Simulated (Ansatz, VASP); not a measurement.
**One calculation of Al, two programs**

```xyz
4
Lattice="-1.5650 2.8747 4.0352 1.5650 -2.8747 4.0352 1.5650 2.8747 -4.0352" Properties=species:S:1:pos:R:3 pbc="T T T"
Al    0.0000    4.2327    0.0000
Al    0.0000    1.5168    0.0000
Al    1.5650    0.0000    1.6412
Al    0.0000    2.8747    2.3940
```

Alike in both runs: task relaxation of cell and atoms; functional PBE; k mesh 6 × 6 × 6; occupations gaussian, width 0.1 eV; no spin polarisation.

|  | VASP | Ansatz |
| --- | --- | --- |
| version | VASP 6.6.1 | Ansatz 0.2.0 |
| potentials or method | VASP PAW PBE potentials, release 64 (Al), cutoff 600 eV | scalar-relativistic, plane waves, PAW |
| valence electrons in the cell | 12 | 12 |

VASP gave:

```
gap on the k mesh at the Fermi level, each at its own relaxed structure (eV)  : none
relaxed volume (Å³/atom)                                                      : 17.70
relaxed length of the cell vector where the two differ most in proportion (Å) : 5.371
```

Q: What did Ansatz give for the same quantities?

A: gap on the k mesh at the Fermi level, each at its own relaxed structure (eV): none; relaxed volume (Å³/atom): 17.56; relaxed length of the cell vector where the two differ most in proportion (Å): 5.378.

A gap of «none» marks a metal or a gap that the smearing closes.

The k mesh is coarse, so the values compare programs but aren't converged.
